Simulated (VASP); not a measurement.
# Ti (P6/mmm) in VASP: notebook

Ti is run at these levels: PBEsol; tasks: single point.

Everything below comes from runs of VASP 6.6.1. Logs are shortened: lines on timing, memory, paths and dates and some standing lists are left out, and cuts for length are marked.

### 1 The cell of the first run

The structure is hexagonal, space group P6/mmm (No. 191). The conventional cell has a = 4.741 Å, b = 4.741 Å, c = 2.799 Å, α = 90.00°, β = 90.00°, γ = 120.00°. Ti (site symmetry 6/mmm) has 14 Ti at 2.80 to 3.07 Å within 3.7 Å. Within 3.6 Å of Ti (site symmetry -6m2) lie 11 Ti at 2.74 to 3.07 Å.

This isn't the form of Ti at room conditions, which is hcp.

### 2 Single point, PBEsol (strain +0.050 along x and y, +0.000 along z)

The input, INCAR:

```
SYSTEM = Ti
ALGO = Fast
EDIFF = 1E-6
ENCUT = 520
GGA = PS
ISIF = 2
ISMEAR = 0
LASPH = .True.
LCHARG = .False.
LREAL = .False.
LWAVE = .False.
NBANDS = 25
NELM = 80
PREC = Accurate
SIGMA = 0.15
```

The input, KPOINTS:

```
k-points
0
Gamma
  12 12 18
  0 0 0
```

The input, POSCAR:

```
Ti
1.0
    4.7410545669      0.0000000000      0.0000000000
   -2.3705272834      4.1058736957      0.0000000000
    0.0000000000      0.0000000000      2.7987936544
Ti
3
Direct
    0.0000000000      0.0000000000      0.0000000000
    0.3333333333      0.6666666667      0.5000000000
    0.6666666667      0.3333333333      0.5000000000
```

Potentials or basis: VASP PAW PBE potentials, release 64 (Ti_sv).

On the command line:

```sh
$ cat potpaw_PBE.64/Ti_sv/POTCAR > POTCAR
$ mpirun -np 1 vasp_std > vasp.out
```

OUTCAR:

```text
SYSTEM = Ti
   EDIFF = 1E-6
   ENCUT = 520
   GGA = PS
   ISIF = 2
   ISMEAR = 0
   LASPH = .True.
   LREAL = .False.
   NELM = 80
   PREC = Accurate

 ion  position               nearest neighbor table
   1  0.000  0.000  0.000-
   2  0.333  0.667  0.500-   3 2.74   3 2.74   3 2.74
   3  0.667  0.333  0.500-   2 2.74   2 2.74   2 2.74

  LATTYP: Found a hexagonal cell.
 ALAT       =     4.7410545669
 C/A-ratio  =     0.5903314579

  Lattice vectors:

 A1 = (   4.7410545669,   0.0000000000,   0.0000000000)
 A2 = (  -2.3705272834,   4.1058736957,   0.0000000000)
 A3 = (   0.0000000000,   0.0000000000,   2.7987936544)

Analysis of symmetry for initial positions (statically):
=====================================================================
 Subroutine PRICEL returns:
 Original cell was already a primitive cell.

 Routine SETGRP: Setting up the symmetry group for a
 hexagonal supercell.

 Subroutine GETGRP returns: Found 24 space group operations
 (whereof 24 operations were pure point group operations)
 out of a pool of 24 trial point group operations.

The static configuration has the point symmetry D_6h.

Analysis of symmetry for dynamics (positions and initial velocities):
=====================================================================
 Subroutine PRICEL returns:
 Original cell was already a primitive cell.

 Routine SETGRP: Setting up the symmetry group for a
 hexagonal supercell.

 Subroutine GETGRP returns: Found 24 space group operations
 (whereof 24 operations were pure point group operations)
 out of a pool of 24 trial point group operations.

The dynamic configuration has the point symmetry D_6h.

 Subroutine INISYM returns: Found 24 space group operations
 (whereof 24 operations are pure point group operations),
 and found     1 'primitive' translations

----------------------------------------------------------------------------------------

                                     Primitive cell

  volume of cell :      54.4818

  direct lattice vectors                    reciprocal lattice vectors
     4.741054567  0.000000000  0.000000000     0.210923537  0.121776761  0.000000000
    -2.370527283  4.105873696  0.000000000     0.000000000  0.243553522  0.000000000
     0.000000000  0.000000000  2.798793654     0.000000000  0.000000000  0.357296794

  length of vectors
     4.741054567  4.741054567  2.798793654     0.243553522  0.243553522  0.357296794

  position of ions in fractional coordinates (direct lattice)
     0.000000000  0.000000000  0.000000000
     0.333333333  0.666666667  0.500000000
     0.666666667  0.333333333  0.500000000

  ion indices of the primitive-cell ions
   primitive index   ion index
                 1           1
                 2           2
                 3           3

----------------------------------------------------------------------------------------

 KPOINTS: k-points

Automatic generation of k-mesh.
 Grid dimensions read from file:
 generate k-points for:   12   12   18

 Generating k-lattice:

  Cartesian coordinates                     Fractional coordinates (reciprocal lattice)
     0.017576961  0.010148063  0.000000000     0.083333333  0.000000000  0.000000000
     0.000000000  0.020296127  0.000000000     0.000000000  0.083333333  0.000000000
     0.000000000  0.000000000  0.019849822     0.000000000  0.000000000  0.055555556

  Length of vectors
     0.020296127  0.020296127  0.019849822

  Shift w.r.t. Gamma in fractional coordinates (k-lattice)
     0.000000000  0.000000000  0.000000000

 Subroutine IBZKPT returns following result:
 ===========================================

 Found    190 irreducible k-points:

 Following reciprocal coordinates:
            Coordinates               Weight
  0.000000  0.000000  0.000000      1.000000
  0.083333  0.000000  0.000000      6.000000
  0.166667  0.000000  0.000000      6.000000
  0.250000  0.000000  0.000000      6.000000
  0.333333 -0.000000  0.000000      6.000000
  0.416667  0.000000  0.000000      6.000000
[... 16 lines left out ...]
  0.250000  0.000000  0.055556     12.000000
  0.333333 -0.000000  0.055556     12.000000
 [... further k-points ...]
   k-points           NKPTS =    190   k-points in BZ     NKDIM =    190   number of bands    NBANDS=     25
   number of dos      NEDOS =    301   number of ions     NIONS =      3
   total plane-waves  NPLWV =  31104
   dimension x,y,z NGX =    36 NGY =   36 NGZ =   24
   dimension x,y,z NGXF=    72 NGYF=   72 NGZF=   48
   ions per type =               3
   NGX,Y,Z   is equivalent  to a cutoff of  12.62, 12.62, 14.26 a.u.
   NGXF,Y,Z  is equivalent  to a cutoff of  25.25, 25.25, 28.51 a.u.
 SYSTEM =  Ti
   PREC   = accura    normal or accurate (medium, high low for compatibility)
   ISTART =      0    job   : 0-new  1-cont  2-samecut
   ICHARG =      2    charge: 1-file 2-atom 10-const
   ISPIN  =      1    spin polarized calculation?
   LNONCOLLINEAR =      F non collinear calculations
   LSORBIT =      F    spin-orbit coupling
   LASPH  =      T    aspherical Exc in radial PAW
   ENCUT  =  520.0 eV  38.22 Ry    6.18 a.u.   8.82  8.82  5.20*2*pi/ulx,y,z
   NELM   =     80;   NELMIN=  2; NELMDL= -5     # of ELM steps
   EDIFF  = 0.1E-05   stopping-criterion for ELM
   LREAL  =      F    real-space projection
   EDIFFG = 0.1E-04   stopping-criterion for IOM
   NSW    =      0    number of steps for IOM
   IBRION =     -1    ionic relax: 0-MD 1-quasi-New 2-CG
   NFREE  =      0    steps in history (QN), initial steepest desc. (CG)
   ISIF   =      2    stress and relaxation
   ISYM   =      2    0-nonsym 1-usesym 2-fastsym
   POTIM  = 0.5000    time-step for ionic-motion
   TEBEG  =    0.0;   TEEND  =   0.0 temperature during run
   PSTRESS=    0.0 pullay stress
   NELECT =      36.0000    total number of electrons
   NUPDOWN=      -1.0000    fix difference up-down
   EMIN   =  10.00;   EMAX   =-10.00  energy-range for DOS
   EFERMI =   0.00;   METHOD = LEGACY
   ISMEAR =     0;   SIGMA  =   0.15  broadening in eV -4-tet -1-fermi 0-gaus
   EFERMI_NEDOS =   21; number of points for ismear=-14 and -15
   IALGO  =     68    algorithm
   IMIX   =      4    mixing-type and parameters
     AMIX     =   0.40;   BMIX     =  1.00
     AMIX_MAG =   1.60;   BMIX_MAG =  1.00
  volume/ion in A,a.u.               =      18.16       122.55
  Fermi-wavevector in a.u.,A,eV,Ry     =   1.425909  2.694578 27.663596  2.033217
  Thomas-Fermi vector in A             =   2.546243
   LORBIT       =      0    0 simple, 1 ext, 2 COOP (PROOUT), +10 PAW based schemes
   GGA     = PS    functional components
   LHFCALC =     F    Hartree Fock is set to
   AEXX    =    0.0000 exact exchange contribution
   IVDW    =     0    specifies the selected vdW correction
   LEPSILON=     F    determine dielectric tensor
   LRPA    =     F    only Hartree local field effects (RPA)
 non-spin polarized calculation
 RMM-DIIS sequential band-by-band and
 Gauss-broadening in eV      SIGMA  =   0.15
  energy-cutoff  :      520.00
  volume of cell :       54.48
 maximum number of plane-waves:      1498
 NGX is ok and might be reduce to    36
   NGX = 17   NGY = 17   NGZ = 11

 number of electron      36.0000009 magnetization

 Free energy of the ion-electron system (eV)
  ---------------------------------------------------
  ext. energy  EPLUGINS =         0.00000000
  ---------------------------------------------------
  free energy    TOTEN  =       -24.86258586 eV

  energy without entropy =      -24.83004805  energy(sigma->0) =      -24.84631696

 E-fermi :   7.5635     XC(G=0): -11.4236

 val. band max:        7.5591027457   @ k =   0.3333   0.0833   0.1111
 cond. band min:       7.5701503905   @ k =   0.3333  -0.0000   0.1111
 fundamental gap:      0.0110476448
 Fermi energy:         7.5635062759

 k-point     1 :       0.0000    0.0000    0.0000
  band No.  band energies     occupation
      1     -49.1125      2.00000
      2     -48.8739      2.00000
      3     -48.7594      2.00000
      4     -25.5077      2.00000
      5     -25.5077      2.00000
      6     -25.3667      2.00000
[... 17 lines left out ...]
     24       9.6475      0.00000
     25       9.6719      0.00000

 k-point     2 :       0.0833    0.0000    0.0000
  band No.  band energies     occupation
      1     -49.1119      2.00000
      2     -48.8726      2.00000
      3     -48.7612      2.00000
      4     -25.5193      2.00000
      5     -25.5162      2.00000
      6     -25.3548      2.00000
[... 17 lines left out ...]
     24       9.4575      0.00000
     25       9.8391      0.00000

 k-point     3 :       0.1667    0.0000    0.0000
  band No.  band energies     occupation
      1     -49.1105      2.00000
      2     -48.8687      2.00000
      3     -48.7667      2.00000
      4     -25.5445      2.00000
      5     -25.5280      2.00000
      6     -25.3286      2.00000
[... 17 lines left out ...]
     24       9.3594      0.00000
     25      10.0425      0.00000

 k-point     4 :       0.2500    0.0000    0.0000
  band No.  band energies     occupation
      1     -49.1085      2.00000
      2     -48.8624      2.00000
      3     -48.7751      2.00000
      4     -25.5713      2.00000
      5     -25.5288      2.00000
      6     -25.3003      2.00000
[... 17 lines left out ...]
     24       9.3354      0.00000
     25      10.2367      0.00000
[... 477 lines left out ...]
 k-point    22 :       0.1667    0.0000    0.0556
  band No.  band energies     occupation
      1     -49.1084      2.00000
      2     -48.8670      2.00000
      3     -48.7648      2.00000
      4     -25.5410      2.00000
      5     -25.5251      2.00000
      6     -25.3275      2.00000
[... 17 lines left out ...]
     24       9.3251      0.00000
     25      10.0572      0.00000

 k-point    23 :       0.2500    0.0000    0.0556
  band No.  band energies     occupation
      1     -49.1066      2.00000
      2     -48.8606      2.00000
      3     -48.7733      2.00000
      4     -25.5675      2.00000
      5     -25.5261      2.00000
      6     -25.2999      2.00000
[... 17 lines left out ...]
     24       9.2932      0.00000
     25      10.2795      0.00000

 k-point    24 :       0.3333   -0.0000    0.0556
  band No.  band energies     occupation
      1     -49.1047      2.00000
      2     -48.8524      2.00000
      3     -48.7836      2.00000
      4     -25.5893      2.00000
      5     -25.5136      2.00000
      6     -25.2767      2.00000
[... 17 lines left out ...]
     24       9.5001      0.00000
     25      10.3384      0.00000

 [... further k-points ...]

------------------------ aborting loop because EDIFF is reached ----------------------------------------

  FORCE on cell =-STRESS in cart. coord.  units (eV):
  Direction    XX          YY          ZZ          XY          YZ          ZX
  --------------------------------------------------------------------------------------
  -------------------------------------------------------------------------------------
  Total       -4.1875941     -4.1875941     -1.5610413     -0.0000000      0.0000000     -0.0000000
  in kB     -123.1469743   -123.1469743    -45.9064334     -0.0000000      0.0000000     -0.0000000
  external PRESSURE =     -97.4001274 kB  Pullay stress =       0.0000000 kB

 VOLUME and BASIS-vectors are now :
 -----------------------------------------------------------------------------
  energy-cutoff  :      520.00
  volume of cell :       54.48
      direct lattice vectors                 reciprocal lattice vectors
     4.741054567  0.000000000  0.000000000     0.210923537  0.121776761  0.000000000
    -2.370527283  4.105873696  0.000000000     0.000000000  0.243553522  0.000000000
     0.000000000  0.000000000  2.798793654     0.000000000  0.000000000  0.357296794

 POSITION                                       TOTAL-FORCE (eV/Angst)
 -----------------------------------------------------------------------------------
      0.00000      0.00000      0.00000         0.000000      0.000000      0.000000
     -0.00000      2.73725      1.39940        -0.000000      0.000000     -0.000000
      2.37053      1.36862      1.39940         0.000000      0.000000      0.000000
 -----------------------------------------------------------------------------------
    total drift:                                0.000000      0.000000     -0.000000

  FREE ENERGIE OF THE ION-ELECTRON SYSTEM (eV)
  ---------------------------------------------------
  free  energy   TOTEN  =       -24.8625858637 eV

  energy  without entropy=      -24.8300480521  energy(sigma->0) =      -24.84631696
```

Run time: 6.1 min. Hardware: 1 thread of Intel Xeon 6975P-C (Granite Rapids), shared host; peak memory 0.32 GiB.

What came out:

```
Free energy            : -24.8626 eV
Pressure               : -9.7 GPa
Band gap on the k mesh : zero (bands 18 and 19 overlap by 0.31 eV)
```

Levels at points of the mesh, in eV from the Fermi level:
```
           k point  band 16  band 17  band 18  band 19  band 20  band 21
(0.00, 0.00, 0.00)    -0.69    -0.59    -0.59    -0.24     0.45     1.23
(0.50, 0.00, 0.00)    -0.40    -0.35    -0.29     0.05     0.34     0.81
(0.00, 0.00, 0.50)    -1.43    -1.40    -1.40     0.91     0.91     1.28
(0.50, 0.00, 0.50)    -0.99    -0.56    -0.32     0.39     0.91     0.96
```

Caveat: the cell differs from its parent crystal (strain +0.050 along x and y, +0.000 along z); the cell stands under tension; the PAW data sets were made with another functional, which shifts forces and pressure a little.

[end of part 1 of 2]
